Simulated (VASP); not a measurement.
# Sr (P6_3/mmc) in VASP: notebook

Sr is run at these levels: r2SCAN; tasks: electric field gradients.

Program: VASP 6.6.1. These are calculated values, not measurements. Logs are shortened: lines on timing, memory, paths and dates and some standing lists are left out, and cuts for length are marked.

## Step 1: The cell of the first run

It takes space group P6_3/mmc (No. 194, hexagonal). The conventional cell has a = 4.243 Å, b = 4.243 Å, c = 6.949 Å, α = 90.00°, β = 90.00°, γ = 120.00°. Sr (site symmetry -6m2) has 12 Sr at 4.24 to 4.25 Å within 5.6 Å.

This isn't the form of Sr at room conditions, which is fcc.

## Step 2: Electric field gradients, r2SCAN (54.18 Å³/atom)

The input, POSCAR:

```
Sr
1.0
    4.2430670738      0.0000000000      0.0000000000
   -2.1215335369      3.6746038758      0.0000000000
    0.0000000000      0.0000000000      6.9493486226
Sr
2
Direct
    0.3333333333      0.6666666667      0.2500000000
    0.6666666667      0.3333333333      0.7500000000
```

The input, INCAR.step1:

```
PREC     = Accurate       # precision mode
ENCUT    = 520            # plane-wave cutoff, eV
ISMEAR   = -1             # smearing method
SIGMA    = 0.05           # smearing width, eV
LREAL    = F              # projectors in reciprocal space
LASPH    = T              # aspherical terms in the spheres
NELM     = 100            # most SCF steps
NBANDS   = 17             # bands
GGA      = PE             # functional
ALGO     = Normal         # electronic algorithm
EDIFF    = 1E-4           # SCF threshold, eV
LWAVE    = T              # write WAVECAR
LCHARG   = F              # write CHGCAR
```

The input, INCAR.step2:

```
PREC     = Accurate       # precision mode
ENCUT    = 520            # plane-wave cutoff, eV
EDIFF    = 1E-8           # SCF threshold, eV
ISMEAR   = -1             # smearing method
SIGMA    = 0.05           # smearing width, eV
LREAL    = F              # projectors in reciprocal space
LASPH    = T              # aspherical terms in the spheres
NELM     = 100            # most SCF steps
ALGO     = Normal         # electronic algorithm
ISIF     = 2              # what is computed and relaxed
LWAVE    = F              # write WAVECAR
LCHARG   = F              # write CHGCAR
METAGGA  = R2SCAN         # meta-GGA
LMIXTAU  = T            
LEFG     = T            
NBANDS   = 17             # bands
ISTART   = 1
```

The input, KPOINTS:

```
regular mesh
0
Gamma
  11 11 6
```

Potentials or basis: VASP PAW PBE potentials, release 64 (Sr_sv).

Started as:

```bash
$ cat potpaw_PBE.64/Sr_sv/POTCAR > POTCAR
$ cp INCAR.step1 INCAR
$ mpirun -np 1 vasp_std > vasp.out
$ cp INCAR.step2 INCAR
$ mpirun -np 1 vasp_std > vasp.out
```

OUTCAR:

```text
PREC = Accurate
   ENCUT = 520
   EDIFF = 1E-8
   ISMEAR = -1
   LREAL = F
   LASPH = T
   NELM = 100
   ISIF = 2
   METAGGA = R2SCAN
   ISTART = 1

 ion  position               nearest neighbor table
   1  0.333  0.667  0.250-   2 4.25   2 4.25   2 4.25   2 4.25   2 4.25   2 4.25
   2  0.667  0.333  0.750-   1 4.25   1 4.25   1 4.25   1 4.25   1 4.25   1 4.25

  LATTYP: Found a hexagonal cell.
 ALAT       =     4.2430670738
 C/A-ratio  =     1.6378125780

  Lattice vectors:

 A1 = (   4.2430670738,   0.0000000000,   0.0000000000)
 A2 = (  -2.1215335369,   3.6746038758,   0.0000000000)
 A3 = (   0.0000000000,   0.0000000000,   6.9493486226)

Analysis of symmetry for initial positions (statically):
=====================================================================
 Subroutine PRICEL returns:
 Original cell was already a primitive cell.

 Routine SETGRP: Setting up the symmetry group for a
 hexagonal supercell.

 Subroutine GETGRP returns: Found 24 space group operations
 (whereof 12 operations were pure point group operations)
 out of a pool of 24 trial point group operations.

The static configuration has the point symmetry D_3d.
 The point group associated with its full space group is D_6h.

Analysis of symmetry for dynamics (positions and initial velocities):
=====================================================================
 Subroutine PRICEL returns:
 Original cell was already a primitive cell.

 Routine SETGRP: Setting up the symmetry group for a
 hexagonal supercell.

 Subroutine GETGRP returns: Found 24 space group operations
 (whereof 12 operations were pure point group operations)
 out of a pool of 24 trial point group operations.

The dynamic configuration has the point symmetry D_3d.
 The point group associated with its full space group is D_6h.

 Subroutine INISYM returns: Found 24 space group operations
 (whereof 12 operations are pure point group operations),
 and found     1 'primitive' translations

----------------------------------------------------------------------------------------

                                     Primitive cell

  volume of cell :     108.3514

  direct lattice vectors                    reciprocal lattice vectors
     4.243067074  0.000000000  0.000000000     0.235678575  0.136069089  0.000000000
    -2.121533537  3.674603876  0.000000000     0.000000000  0.272138177  0.000000000
     0.000000000  0.000000000  6.949348623     0.000000000  0.000000000  0.143898379

  length of vectors
     4.243067074  4.243067074  6.949348623     0.272138177  0.272138177  0.143898379

  position of ions in fractional coordinates (direct lattice)
     0.333333333  0.666666667  0.250000000
     0.666666667  0.333333333  0.750000000

  ion indices of the primitive-cell ions
   primitive index   ion index
                 1           1
                 2           2

----------------------------------------------------------------------------------------

 KPOINTS: regular mesh

Automatic generation of k-mesh.
 Grid dimensions read from file:
 generate k-points for:   11   11    6

 Generating k-lattice:

  Cartesian coordinates                     Fractional coordinates (reciprocal lattice)
     0.021425325  0.012369917  0.000000000     0.090909091  0.000000000  0.000000000
     0.000000000  0.024739834  0.000000000     0.000000000  0.090909091  0.000000000
     0.000000000  0.000000000  0.023983063     0.000000000  0.000000000  0.166666667

  Length of vectors
     0.024739834  0.024739834  0.023983063

  Shift w.r.t. Gamma in fractional coordinates (k-lattice)
     0.000000000  0.000000000  0.000000000

 Subroutine IBZKPT returns following result:
 ===========================================

 Found     64 irreducible k-points:

 Following reciprocal coordinates:
            Coordinates               Weight
  0.000000  0.000000  0.000000      1.000000
  0.090909  0.000000  0.000000      6.000000
  0.181818  0.000000  0.000000      6.000000
  0.272727  0.000000  0.000000      6.000000
  0.363636  0.000000  0.000000      6.000000
  0.454545  0.000000  0.000000      6.000000
[... 16 lines left out ...]
  0.090909  0.090909  0.166667     12.000000
  0.181818  0.090909  0.166667     24.000000
 [... further k-points ...]
   k-points           NKPTS =     64   k-points in BZ     NKDIM =     64   number of bands    NBANDS=     17
   number of dos      NEDOS =    301   number of ions     NIONS =      2
   total plane-waves  NPLWV =  55296
   dimension x,y,z NGX =    32 NGY =   32 NGZ =   54
   dimension x,y,z NGXF=    64 NGYF=   64 NGZF=  108
   ions per type =               2
   NGX,Y,Z   is equivalent  to a cutoff of  12.54, 12.54, 12.92 a.u.
   NGXF,Y,Z  is equivalent  to a cutoff of  25.08, 25.08, 25.84 a.u.
 SYSTEM =  unknown system
   PREC   = accura    normal or accurate (medium, high low for compatibility)
   ISTART =      1    job   : 0-new  1-cont  2-samecut
   ICHARG =      0    charge: 1-file 2-atom 10-const
   ISPIN  =      1    spin polarized calculation?
   LNONCOLLINEAR =      F non collinear calculations
   LSORBIT =      F    spin-orbit coupling
   LASPH  =      T    aspherical Exc in radial PAW
   ENCUT  =  520.0 eV  38.22 Ry    6.18 a.u.   7.89  7.89 12.92*2*pi/ulx,y,z
   NELM   =    100;   NELMIN=  2; NELMDL=  0     # of ELM steps
   EDIFF  = 0.1E-07   stopping-criterion for ELM
   LREAL  =      F    real-space projection
   EDIFFG = 0.1E-06   stopping-criterion for IOM
   NSW    =      0    number of steps for IOM
   IBRION =     -1    ionic relax: 0-MD 1-quasi-New 2-CG
   NFREE  =      0    steps in history (QN), initial steepest desc. (CG)
   ISIF   =      2    stress and relaxation
   ISYM   =      2    0-nonsym 1-usesym 2-fastsym
   POTIM  = 0.5000    time-step for ionic-motion
   TEBEG  =    0.0;   TEEND  =   0.0 temperature during run
   PSTRESS=    0.0 pullay stress
   NELECT =      20.0000    total number of electrons
   NUPDOWN=      -1.0000    fix difference up-down
   EMIN   =  10.00;   EMAX   =-10.00  energy-range for DOS
   EFERMI =   0.00;   METHOD = LEGACY
   ISMEAR =    -1;   SIGMA  =   0.05  broadening in eV -4-tet -1-fermi 0-gaus
   EFERMI_NEDOS =   21; number of points for ismear=-14 and -15
   IALGO  =     38    algorithm
   IMIX   =      4    mixing-type and parameters
     AMIX     =   0.40;   BMIX     =  1.00
     AMIX_MAG =   1.60;   BMIX_MAG =  1.00
  volume/ion in A,a.u.               =      54.18       365.60
  Fermi-wavevector in a.u.,A,eV,Ry     =   0.932123  1.761457 11.821472  0.868854
  Thomas-Fermi vector in A             =   2.058688
   LORBIT       =      0    0 simple, 1 ext, 2 COOP (PROOUT), +10 PAW based schemes
   METAGGA = R2SCAN    functional components
   LHFCALC =     F    Hartree Fock is set to
   AEXX    =    0.0000 exact exchange contribution
   IVDW    =     0    specifies the selected vdW correction
   LEPSILON=     F    determine dielectric tensor
   LRPA    =     F    only Hartree local field effects (RPA)
 non-spin polarized calculation
  energy-cutoff  :      520.00
  volume of cell :      108.35
 maximum number of plane-waves:      2940
 NGX is ok and might be reduce to    32
   NGX = 15   NGY = 15   NGZ = 25

 number of electron      20.0000000 magnetization

 Free energy of the ion-electron system (eV)
  ---------------------------------------------------
  ext. energy  EPLUGINS =         0.00000000
  ---------------------------------------------------
  free energy    TOTEN  =       -30.18873487 eV

  energy without entropy =      -30.17097689  energy(sigma->0) =      -30.17985588

 E-fermi :   1.6954     XC(G=0):  -7.8438

 val. band max:        1.6849812637   @ k =   0.1818   0.1818   0.0000
 cond. band min:       1.6971743117   @ k =   0.3636   0.0000   0.0000
 fundamental gap:      0.0121930480
 Fermi energy:         1.6954165894

 k-point     1 :       0.0000    0.0000    0.0000
  band No.  band energies     occupation
      1     -36.3239      2.00000
      2     -36.3077      2.00000
      3     -17.7872      2.00000
      4     -17.6126      2.00000
      5     -17.6126      2.00000
      6     -17.5840      2.00000
[... 9 lines left out ...]
     16       4.7674      0.00000
     17       5.3330      0.00000
[... 441 lines left out ...]
 k-point    24 :       0.1818    0.0909    0.1667
  band No.  band energies     occupation
      1     -36.3159      2.00000
      2     -36.3053      2.00000
      3     -17.7460      2.00000
      4     -17.6797      2.00000
      5     -17.6710      2.00000
      6     -17.6333      2.00000
[... 9 lines left out ...]
     16       5.0584      0.00000
     17       5.2971      0.00000

 [... further k-points ...]

------------------------ aborting loop because EDIFF is reached ----------------------------------------

  FORCE on cell =-STRESS in cart. coord.  units (eV):
  Direction    XX          YY          ZZ          XY          YZ          ZX
  --------------------------------------------------------------------------------------
  -------------------------------------------------------------------------------------
  Total        0.4138398      0.4138398      0.6611902      0.0000000      0.0000000      0.0000000
  in kB        6.1193923      6.1193923      9.7769293      0.0000000      0.0000000      0.0000000
  external PRESSURE =       7.3385713 kB  Pullay stress =       0.0000000 kB

 VOLUME and BASIS-vectors are now :
 -----------------------------------------------------------------------------
  energy-cutoff  :      520.00
  volume of cell :      108.35
      direct lattice vectors                 reciprocal lattice vectors
     4.243067074  0.000000000  0.000000000     0.235678575  0.136069089  0.000000000
    -2.121533537  3.674603876  0.000000000     0.000000000  0.272138177  0.000000000
     0.000000000  0.000000000  6.949348623     0.000000000  0.000000000  0.143898379

 POSITION                                       TOTAL-FORCE (eV/Angst)
 -----------------------------------------------------------------------------------
     -0.00000      2.44974      1.73734         0.000000     -0.000000      0.000000
      2.12153      1.22487      5.21201        -0.000000      0.000000      0.000000
 -----------------------------------------------------------------------------------
    total drift:                               -0.000000      0.000000     -0.000000

  FREE ENERGIE OF THE ION-ELECTRON SYSTEM (eV)
  ---------------------------------------------------
  free  energy   TOTEN  =       -30.1887348719 eV

  energy  without entropy=      -30.1709768932  energy(sigma->0) =      -30.17985588

 Electric field gradients (V/A^2)
---------------------------------------------------------------------
 ion       V_xx      V_yy      V_zz      V_xy      V_xz      V_yz
---------------------------------------------------------------------
   1       5.447     5.447   -10.894     0.000     0.000    -0.000
   2       5.447     5.447   -10.894     0.000    -0.000     0.000
---------------------------------------------------------------------

 Electric field gradients after diagonalization (V/A^2)
 (convention: |V_zz| > |V_xx| > |V_yy|)
----------------------------------------------------------------------
 ion       V_xx      V_yy      V_zz     asymmetry (V_yy - V_xx)/ V_zz
----------------------------------------------------------------------
   1       5.447     5.447   -10.894       0.000
   2       5.447     5.447   -10.894       0.000
----------------------------------------------------------------------

           NMR quadrupolar parameters

 Cq : quadrupolar parameter    Cq=e*Q*V_zz/h
 eta: asymmetry parameters     (V_yy - V_xx)/ V_zz
 Q  : nuclear electric quadrupole moment in mb (millibarn)
----------------------------------------------------------------------
 ion       Cq(MHz)       eta       Q (mb)
----------------------------------------------------------------------
   1      -0.026       0.000       1.000
   2      -0.026       0.000       1.000
----------------------------------------------------------------------
```

Wall time 9.7 min (1 thread of Oxide Virtual Turin-like, shared host); peak memory 0.26 GiB.

What came out:

```yaml
Free_energy: -30.1887 eV
Pressure: 0.7 GPa
Band_gap_on_the_k_mesh: zero (bands 10 and 11 overlap by 0.20 eV)
Largest_electric_field_gradient_by_atom: Sr -10.9 V/Å²
```

Electric field gradients, principal values (V/Å²):
```csv
atom,least,middle,greatest (by size)
1 Sr,5.447,5.447,-10.894
2 Sr,5.447,5.447,-10.894
```

Caveat: without QUAD_EFG the Cq values of the log hold for a quadrupole moment of 1 mb, not for the nuclei; the PAW data sets were made with another functional, which shifts forces and pressure a little.

[end of part 1 of 3]

The gap in the log of VASP goes by the Fermi energy; the results here count the filled bands.